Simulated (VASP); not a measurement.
# LiH (P4/mmm) in VASP: a series of runs

LiH is run at these levels: PBE; tasks: relaxation of cell and atoms.

Program: VASP 6.6.1. These are calculated values, not measurements. Logs are shortened: lines on timing, memory, paths and dates and some standing lists are left out, and cuts for length are marked.

## 1. The cell of the first run

Symmetry: P4/mmm, No. 123, tetragonal system. Conventional cell: a = 2.691 Å, b = 2.691 Å, c = 4.360 Å, α = 90.00°, β = 90.00°, γ = 90.00°. Li (site symmetry 4/mmm) has 4 H at 1.90 Å within 2.5 Å. Within 2.5 Å of H (site symmetry 4/mmm) lie 4 Li at 1.90 Å.

The cell was built from a structure type or drawn by symmetry, and may not be a known phase.

## 2. Relaxation of cell and atoms, PBE

Contents of INCAR:

```
SYSTEM = LiH
PREC = Accurate
ENCUT = 600
EDIFF = 1E-6
ISMEAR = 0
SIGMA = 0.02
LREAL = .FALSE.
LASPH = .TRUE.
NELM = 60
ALGO = Normal
ISIF = 3
LWAVE = .FALSE.
LCHARG = .FALSE.
GGA = PE
IBRION = 2
NSW = 100
EDIFFG = -0.01
```

Contents of KPOINTS:

```
regular mesh
0
G
  14 14 8
  0 0 0
```

Contents of POSCAR:

```
LiH
1.0
    2.6906164469      0.0000000000      0.0000000000
    0.0000000000      2.6906164469      0.0000000000
    0.0000000000      0.0000000000      4.3599841198
Li H
1 1
Direct
    0.0000000000      0.0000000000      0.0000000000
    0.5000000000      0.5000000000      0.0000000000
```

Potentials or basis: VASP PAW PBE potentials, release 64 (Li_sv, H).

Launch:

```bash
$ cat potpaw_PBE.64/Li_sv/POTCAR potpaw_PBE.64/H/POTCAR > POTCAR
$ mpirun -np 1 vasp_std > vasp.out
```

OUTCAR:

```text
SYSTEM = LiH
   PREC = Accurate
   ENCUT = 600
   EDIFF = 1E-6
   ISMEAR = 0
   LREAL = .FALSE.
   LASPH = .TRUE.
   NELM = 60
   ISIF = 3
   GGA = PE
   IBRION = 2
   NSW = 100
   EDIFFG = -0.01

 ion  position               nearest neighbor table
   1  0.000  0.000  0.000-
   2  0.500  0.500  0.000-

  LATTYP: Found a simple tetragonal cell.
 ALAT       =     2.6906164469
 C/A-ratio  =     1.6204405964

  Lattice vectors:

 A1 = (   2.6906164469,   0.0000000000,   0.0000000000)
 A2 = (   0.0000000000,   2.6906164469,   0.0000000000)
 A3 = (   0.0000000000,   0.0000000000,   4.3599841198)

Analysis of symmetry for initial positions (statically):
=====================================================================
 Subroutine PRICEL returns:
 Original cell was already a primitive cell.

 Routine SETGRP: Setting up the symmetry group for a
 simple tetragonal supercell.

 Subroutine GETGRP returns: Found 16 space group operations
 (whereof 16 operations were pure point group operations)
 out of a pool of 16 trial point group operations.

The static configuration has the point symmetry D_4h.

Analysis of symmetry for dynamics (positions and initial velocities):
=====================================================================
 Subroutine PRICEL returns:
 Original cell was already a primitive cell.

 Routine SETGRP: Setting up the symmetry group for a
 simple tetragonal supercell.

 Subroutine GETGRP returns: Found 16 space group operations
 (whereof 16 operations were pure point group operations)
 out of a pool of 16 trial point group operations.

The dynamic configuration has the point symmetry D_4h.

 Subroutine INISYM returns: Found 16 space group operations
 (whereof 16 operations are pure point group operations),
 and found     1 'primitive' translations

----------------------------------------------------------------------------------------

                                     Primitive cell

  volume of cell :      31.5637

  direct lattice vectors                    reciprocal lattice vectors
[... 83 lines left out ...]
   LSORBIT =      F    spin-orbit coupling
   LASPH  =      T    aspherical Exc in radial PAW
   ENCUT  =  600.0 eV  44.10 Ry    6.64 a.u.   5.37  5.37  8.71*2*pi/ulx,y,z
   NELM   =     60;   NELMIN=  2; NELMDL= -5     # of ELM steps
   EDIFF  = 0.1E-05   stopping-criterion for ELM
   LREAL  =      F    real-space projection
   EDIFFG = -.1E-01   stopping-criterion for IOM
   NSW    =    100    number of steps for IOM
   IBRION =      2    ionic relax: 0-MD 1-quasi-New 2-CG
   NFREE  =      1    steps in history (QN), initial steepest desc. (CG)
   ISIF   =      3    stress and relaxation
   ISYM   =      2    0-nonsym 1-usesym 2-fastsym
   POTIM  = 0.5000    time-step for ionic-motion
   TEBEG  =    0.0;   TEEND  =   0.0 temperature during run
   PSTRESS=    0.0 pullay stress
   NELECT =       4.0000    total number of electrons
   NUPDOWN=      -1.0000    fix difference up-down
   EMIN   =  10.00;   EMAX   =-10.00  energy-range for DOS
   EFERMI =   0.00;   METHOD = LEGACY
   ISMEAR =     0;   SIGMA  =   0.02  broadening in eV -4-tet -1-fermi 0-gaus
   EFERMI_NEDOS =   21; number of points for ismear=-14 and -15
   IALGO  =     38    algorithm
   IMIX   =      4    mixing-type and parameters
     AMIX     =   0.40;   BMIX     =  1.00
     AMIX_MAG =   1.60;   BMIX_MAG =  1.00
  volume/ion in A,a.u.               =      15.78       106.50
  Fermi-wavevector in a.u.,A,eV,Ry     =   0.822303  1.553928  9.200023  0.676183
  Thomas-Fermi vector in A             =   1.933614
   LORBIT       =      0    0 simple, 1 ext, 2 COOP (PROOUT), +10 PAW based schemes
   GGA     = PE    functional components
   LHFCALC =     F    Hartree Fock is set to
   AEXX    =    0.0000 exact exchange contribution
   IVDW    =     0    specifies the selected vdW correction
   LEPSILON=     F    determine dielectric tensor
   LRPA    =     F    only Hartree local field effects (RPA)
 conjugate gradient relaxation of ions
 non-spin polarized calculation
 Gauss-broadening in eV      SIGMA  =   0.02
  energy-cutoff  :      600.00
  volume of cell :       31.56
 maximum number of plane-waves:      1080
 NGX is ok and might be reduce to    24
   NGX = 11   NGY = 11   NGZ = 17

 number of electron       3.9999995 magnetization

 Free energy of the ion-electron system (eV)
  ---------------------------------------------------
  ext. energy  EPLUGINS =         0.00000000
  ---------------------------------------------------
  free energy    TOTEN  =        -5.77569892 eV

  energy without entropy =       -5.77569892  energy(sigma->0) =       -5.77569892

 E-fermi :  -0.7742     XC(G=0):  -5.7336

 val. band max:       -0.9081392788   @ k =   0.5000   0.5000   0.5000
 cond. band min:      -0.5858472987   @ k =   0.0000   0.0000   0.5000
 fundamental gap:      0.3222919801
 Fermi energy:        -0.7742059712

 k-point     1 :       0.0000    0.0000    0.0000
  band No.  band energies     occupation
      1     -46.5128      2.00000
      2      -5.5466      2.00000
      3       2.8559      0.00000
      4       3.4700      0.00000
      5      12.5829      0.00000
      6      12.5829      0.00000
[... 199 lines left out ...]
 k-point    24 :       0.3571    0.2143    0.0000
  band No.  band energies     occupation
      1     -46.4816      2.00000
      2      -3.7053      2.00000
      3       4.1509      0.00000
      4       6.3731      0.00000
      5       6.8595      0.00000
      6      10.4587      0.00000

 [... further k-points ...]

------------------------ aborting loop because EDIFF is reached ----------------------------------------

  FORCE on cell =-STRESS in cart. coord.  units (eV):
  Direction    XX          YY          ZZ          XY          YZ          ZX
  --------------------------------------------------------------------------------------
  -------------------------------------------------------------------------------------
  Total       -0.0166272     -0.0166272     -0.0173814      0.0000000      0.0000000     -0.0000000
  in kB       -0.8439995     -0.8439995     -0.8822784      0.0000000      0.0000000     -0.0000000
  external PRESSURE =      -0.8567591 kB  Pullay stress =       0.0000000 kB

 VOLUME and BASIS-vectors are now :
 -----------------------------------------------------------------------------
  energy-cutoff  :      600.00
  volume of cell :       31.56
      direct lattice vectors                 reciprocal lattice vectors
     2.690616447  0.000000000  0.000000000     0.371662041  0.000000000  0.000000000
     0.000000000  2.690616447  0.000000000     0.000000000  0.371662041  0.000000000
     0.000000000  0.000000000  4.359984120     0.000000000  0.000000000  0.229358634

 POSITION                                       TOTAL-FORCE (eV/Angst)
 -----------------------------------------------------------------------------------
      0.00000      0.00000      0.00000         0.000000      0.000000      0.000000
      1.34531      1.34531      0.00000         0.000000      0.000000      0.000000
 -----------------------------------------------------------------------------------
    total drift:                                0.000000     -0.000000     -0.000000

  FREE ENERGIE OF THE ION-ELECTRON SYSTEM (eV)
  ---------------------------------------------------
  free  energy   TOTEN  =        -5.7756989168 eV

  energy  without entropy=       -5.7756989168  energy(sigma->0) =       -5.77569892

 reached required accuracy - stopping structural energy minimisation
```

It took 15 s on 1 thread of AMD EPYC 9R45 (Zen 5), shared host; peak memory 0.14 GiB.

What came out:

```
Free energy             : -5.7757 eV
Pressure after relaxing : -0.1 GPa
Band gap on the k mesh  : 0.32 eV (least direct gap 4.54 eV)
```

Final structure:
```cif
data_structure
_symmetry_space_group_name_H-M 'P 1'
_symmetry_Int_Tables_number 1
_cell_length_a 2.6906
_cell_length_b 2.6906
_cell_length_c 4.3600
_cell_angle_alpha 90.000
_cell_angle_beta 90.000
_cell_angle_gamma 90.000
_cell_volume 31.56
loop_
_atom_site_label
_atom_site_type_symbol
_atom_site_fract_x
_atom_site_fract_y
_atom_site_fract_z
_atom_site_occupancy
Li1 Li 0.00000 0.00000 0.00000 1
H1 H 0.50000 0.50000 0.00000 1
```

Levels at points of the mesh, in eV from the valence-band top:
```tsv
k point	band 1	band 2	band 3	band 4	band 5	band 6
(0.00, 0.00, 0.00)	-45.60	-4.64	3.76	4.38	13.49	13.49
(0.50, 0.00, 0.00)	-45.58	-3.14	3.89	8.29	9.08	9.59
(0.50, 0.50, 0.00)	-45.55	-0.11	4.70	4.70	10.63	12.11
(0.00, 0.00, 0.50)	-45.60	-4.21	0.32	11.32	13.25	13.74
(0.50, 0.00, 0.50)	-45.58	-2.96	5.22	5.33	5.78	14.81
(0.50, 0.50, 0.50)	-45.55	0.00	5.08	5.08	9.67	10.81
```

Caveat: the cutoff is under 1.25 times the usual one of these potentials, so pressure, stress and relaxed cells hold a basis-set (Pulay) error; the relaxation stopped at its first step, so nothing moved. A k mesh can miss the band edges.

(Part 1 of 2 ends here.)
